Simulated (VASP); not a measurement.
# C18N in VASP: single point with LDA

Aim: the single point of C18N with LDA.

All numbers are computed with VASP 6.6.1; they aren't measurements. Logs are shortened: lines on timing, memory, paths and dates and some standing lists are left out, and cuts for length are marked.

### 1 The cell of the first run

The cell holds a slab with vacuum, 19 atoms: a = 7.398 Å, b = 7.398 Å, c = 13.000 Å, α = 90.00°, β = 90.00°, γ = 120.00°.

### 2 Single point, LDA, collinear spin, ferromagnetic start

Input file INCAR:

```
ALGO = Normal ; EDIFF = 1E-6
ENCUT = 520 ; ISIF = 2
ISMEAR = 0 ; ISPIN = 2
LASPH = True ; LCHARG = False
LORBIT = 11 ; LREAL = Auto
LWAVE = False ; MAGMOM = 0 0 0 0 0 0 0 0 0 0 0 0 0 0 0 0 0 0 0.25
NBANDS = 58 ; NELM = 150
PREC = Accurate ; SIGMA = 0.02
```

Input file KPOINTS:

```
k-points
0
Gamma
  2 2 1
```

Input file POSCAR:

```
C18N
1.0
    7.3980000000      0.0000000000      0.0000000000
   -3.6990000000      6.4068560000      0.0000000000
    0.0000000000      0.0000000000     13.0000000000
C N
18 1
Direct
    0.0028705817      0.0068528152      0.0705518462
    0.2227631677      0.1168042484      0.0716757692
    0.0021376413      0.3394466802      0.0695331538
    0.2211073530      0.4457156521      0.0763206154
    0.0021486463      0.6734938322      0.0695222308
    0.2211136258      0.7862240075      0.0762774615
    0.3343934101      0.0057427543      0.0746070769
    0.5585537634      0.1178087973      0.0746412308
    0.3343996052      0.3394921003      0.0746214615
    0.5585834787      0.4515732834      0.0746251538
    0.3268823355      0.6688655091      0.0987394615
    0.5661580904      0.7884819013      0.0986313846
    0.6718803858      0.0115999173      0.0762454615
    0.8908525000      0.1178704500      0.0694900769
    0.6702131371      0.3405071068      0.0717481538
    0.8901086184      0.4504432439      0.0706455385
    0.6719060269      0.6710715833      0.0762023077
    0.8908611511      0.7837928619      0.0694673846
    0.4466748978      0.7287415231      0.1918394615
```

Potentials or basis: VASP PAW LDA potentials, release 64 (C, N).

Run with:

```console
$ cat potpaw_LDA.64/C/POTCAR potpaw_LDA.64/N/POTCAR > POTCAR
$ mpirun -np 1 vasp_std > vasp.out
```

OUTCAR:

```text
EDIFF = 1E-6
   ENCUT = 520
   ISIF = 2
   ISMEAR = 0
   ISPIN = 2
   LASPH = True
   LORBIT = 11
   LREAL = Auto
   NELM = 150
   PREC = Accurate

 ion  position               nearest neighbor table
   1  0.003  0.007  0.071-   2 1.41  14 1.43  18 1.43
   2  0.223  0.117  0.072-   1 1.41   9 1.43   7 1.43
   3  0.002  0.339  0.070-   4 1.41  14 1.42  16 1.43
   4  0.221  0.446  0.076-   3 1.41   9 1.41  11 1.46
   5  0.002  0.673  0.070-   6 1.41  18 1.42  16 1.43
   6  0.221  0.786  0.076-   5 1.41   7 1.41  11 1.46
   7  0.334  0.006  0.075-   6 1.41   2 1.43   8 1.44
   8  0.559  0.118  0.075-  13 1.41  15 1.43   7 1.44
   9  0.334  0.339  0.075-   4 1.41   2 1.43  10 1.44
  10  0.559  0.452  0.075-  17 1.41  15 1.43   9 1.44
  11  0.327  0.669  0.099-  19 1.43   6 1.46   4 1.46  12 1.53
  12  0.566  0.788  0.099-  19 1.43  13 1.46  17 1.46  11 1.53
  13  0.672  0.012  0.076-  14 1.41   8 1.41  12 1.46
  14  0.891  0.118  0.069-  13 1.41   3 1.42   1 1.43
  15  0.670  0.341  0.072-  16 1.41  10 1.43   8 1.43
  16  0.890  0.450  0.071-  15 1.41   3 1.43   5 1.43
  17  0.672  0.671  0.076-  18 1.41  10 1.41  12 1.46
  18  0.891  0.784  0.069-  17 1.41   5 1.42   1 1.43
  19  0.447  0.729  0.192-  11 1.43  12 1.43

  LATTYP: Found a hexagonal cell.
 ALAT       =     7.3980000000
 C/A-ratio  =     1.7572316842

  Lattice vectors:

 A1 = (   7.3980000000,   0.0000000000,   0.0000000000)
 A2 = (  -3.6990000000,   6.4068560000,   0.0000000000)
 A3 = (   0.0000000000,   0.0000000000,  13.0000000000)

Analysis of symmetry for initial positions (statically):
=====================================================================
 Subroutine PRICEL returns:
 Original cell was already a primitive cell.

 Routine SETGRP: Setting up the symmetry group for a
 hexagonal supercell.

 Subroutine GETGRP returns: Found  1 space group operations
 (whereof  1 operations were pure point group operations)
 out of a pool of 24 trial point group operations.

The static configuration has the point symmetry C_1 .

Analysis of symmetry for dynamics (positions and initial velocities):
=====================================================================
 Subroutine PRICEL returns:
 Original cell was already a primitive cell.

 Routine SETGRP: Setting up the symmetry group for a
 hexagonal supercell.

 Subroutine GETGRP returns: Found  1 space group operations
 (whereof  1 operations were pure point group operations)
 out of a pool of 24 trial point group operations.
[... 170 lines left out ...]
  ---------------------------------------------------
  ext. energy  EPLUGINS =         0.00000000
  ---------------------------------------------------
  free energy    TOTEN  =      -186.17787313 eV

  energy without entropy =     -186.17500234  energy(sigma->0) =     -186.17643773

 E-fermi :  -2.7612     XC(G=0):  -3.5671

 val. band max:       -2.7614289764   @ k =   0.5000   0.5000   0.0000
 cond. band min:      -2.7611393153   @ k =   0.0000   0.5000   0.0000
 fundamental gap:      0.0002896612
 Fermi energy:        -2.7611976113

 spin component 1

 k-point     1 :       0.0000    0.0000    0.0000
  band No.  band energies     occupation
      1     -23.2220      1.00000
      2     -21.2370      1.00000
      3     -19.3859      1.00000
      4     -19.3416      1.00000
      5     -19.2522      1.00000
      6     -19.2275      1.00000
[... 201 lines left out ...]
     49       3.5636      0.00000
     50       3.8431      0.00000
 Fermi energy:        -2.7611976113

 spin component 2

 k-point     1 :       0.0000    0.0000    0.0000
  band No.  band energies     occupation
      1     -23.0321      1.00000
      2     -21.1837      1.00000
      3     -19.3814      1.00000
      4     -19.3303      1.00000
      5     -19.2437      1.00000
      6     -19.2241      1.00000
[... 201 lines left out ...]
     49       3.5712      0.00000
     50       3.8488      0.00000
 [bands above 50 left out]

------------------------ aborting loop because EDIFF is reached ----------------------------------------

  FORCE on cell =-STRESS in cart. coord.  units (eV):
  Direction    XX          YY          ZZ          XY          YZ          ZX
  --------------------------------------------------------------------------------------
  -------------------------------------------------------------------------------------
  Total       -5.7910633     -4.5339615      0.1779748     -1.0883337     -0.0021251     -0.0028564
  in kB      -15.0579640    -11.7892389      0.4627714     -2.8298930     -0.0055257     -0.0074273
  external PRESSURE =      -8.7948105 kB  Pullay stress =       0.0000000 kB

 VOLUME and BASIS-vectors are now :
 -----------------------------------------------------------------------------
  energy-cutoff  :      520.00
  volume of cell :      616.17
      direct lattice vectors                 reciprocal lattice vectors
     7.398000000  0.000000000  0.000000000     0.135171668  0.078041398  0.000000000
    -3.699000000  6.406856000  0.000000000     0.000000000  0.156082796  0.000000000
     0.000000000  0.000000000 13.000000000     0.000000000  0.000000000  0.076923077

 POSITION                                       TOTAL-FORCE (eV/Angst)
 -----------------------------------------------------------------------------------
     -0.00411      0.04391      0.91717        -0.002366     -0.003994     -0.001273
      1.21594      0.74835      0.93178         0.006382     -0.002377      0.000751
     -1.23980      2.17479      0.90393        -0.001567      0.000010     -0.008527
     -0.01295      2.85564      0.99217         0.004439      0.008868     -0.012779
     -2.47536      4.31498      0.90379        -0.006682     -0.000026     -0.007612
     -1.27244      5.03722      0.99161         0.005210      0.001245     -0.006826
[... 11 lines left out ...]
      3.69134      5.02165      0.90308         0.006005      0.003795     -0.012805
      0.60889      4.66894      2.49391        -0.002123      0.000733      0.264905
 -----------------------------------------------------------------------------------
    total drift:                                0.010472     -0.012120     -0.005766

  FREE ENERGIE OF THE ION-ELECTRON SYSTEM (eV)
  ---------------------------------------------------
  free  energy   TOTEN  =      -186.1778731297 eV

  energy  without entropy=     -186.1750023368  energy(sigma->0) =     -186.17643773

 total charge

# of ion       s       p       d       tot
------------------------------------------
    1        0.852   1.800   0.000   2.652
    2        0.854   1.794   0.000   2.648
    3        0.858   1.795   0.000   2.652
    4        0.859   1.786   0.000   2.645
    5        0.858   1.795   0.000   2.652
    6        0.859   1.786   0.000   2.645
[... 11 lines left out ...]
   18        0.858   1.795   0.000   2.652
   19        1.301   2.376   0.000   3.677
--------------------------------------------------
tot         16.650  34.635   0.000  51.285

 magnetization (x)

# of ion       s       p       d       tot
------------------------------------------
    1        0.000   0.002   0.000   0.002
    2        0.000  -0.000   0.000   0.000
    3        0.000   0.001   0.000   0.001
    4        0.003   0.007   0.000   0.009
    5        0.000   0.001   0.000   0.001
    6        0.003   0.007   0.000   0.009
[... 11 lines left out ...]
   18        0.000   0.001   0.000   0.001
   19        0.007   0.315   0.000   0.322
--------------------------------------------------
tot          0.016   0.333   0.000   0.349
```

OSZICAR:

```text
N       E                     dE             d eps       ncg     rms          rms(c)
DAV:   1     0.633352954789E+03    0.63335E+03   -0.30195E+04   928   0.104E+03
DAV:   2    -0.955745277706E+02   -0.72893E+03   -0.69453E+03  1384   0.262E+02
[... 20 lines left out ...]
DAV:  23    -0.186177804775E+03   -0.97258E-04   -0.48039E-06   844   0.534E-03    0.282E-03
DAV:  24    -0.186177851812E+03   -0.47037E-04   -0.30511E-06   880   0.430E-03    0.114E-03
DAV:  25    -0.186177864776E+03   -0.12964E-04   -0.49002E-07   744   0.183E-03    0.104E-03
DAV:  26    -0.186177870473E+03   -0.56972E-05   -0.34101E-07   696   0.138E-03    0.465E-04
DAV:  27    -0.186177872242E+03   -0.17685E-05   -0.91249E-08   728   0.771E-04    0.290E-04
DAV:  28    -0.186177873130E+03   -0.88782E-06   -0.47826E-08   672   0.592E-04
   1 F= -.18617787E+03 E0= -.18617644E+03  d E =-.287079E-02  mag=     0.5000
```

stdout:

```text
POSCAR found type information on POSCAR C N
 POSCAR found :  2 types and      19 ions
 scaLAPACK will be used
 LDA part: xc-table for (Slater(with rela. corr.)+CA(PZ))
 , standard interpolation
 POSCAR, INCAR and KPOINTS ok, starting setup
 FFT: planning ... GRIDC
 FFT: planning ... GRID_SOFT
 FFT: planning ... GRID
 WAVECAR not read
 entering main loop
```

Wall time 6.3 min (1 thread of Intel Xeon 6975P-C (Granite Rapids), shared host); peak memory 0.62 GiB.

Results:

```
Free energy                                           : -186.1779 eV
Largest force                                         : 0.265 eV/Å
Net moment                                            : 0.50 μB per cell
Site moments                                          : C +0.00, +0.01, -0.00 (each value once); N +0.32 μB
Valence electrons inside the program's atomic spheres : C 2.65, 2.64, 2.63 (each value once); N 3.68
```

Forces on the atoms (eV/Å):
```
C   -0.002 -0.004 -0.001
C    0.006 -0.002  0.001
C   -0.002  0.000 -0.009
C    0.004  0.009 -0.013
C   -0.007  0.000 -0.008
C    0.005  0.001 -0.007
C   -0.002 -0.008  0.004
C    0.011  0.004  0.001
C   -0.001 -0.002  0.005
C    0.006 -0.005  0.000
C   -0.089 -0.052 -0.099
C    0.096  0.045 -0.096
C   -0.006  0.000 -0.010
C    0.002  0.001 -0.008
C   -0.002 -0.007 -0.003
C    0.000  0.006 -0.004
C   -0.023  0.009 -0.005
C    0.006  0.004 -0.013
N   -0.002  0.001  0.265
```

Caveat: the k points lie up to 0.49 Å⁻¹ apart; there is no dipole correction, which matters where the two faces differ.
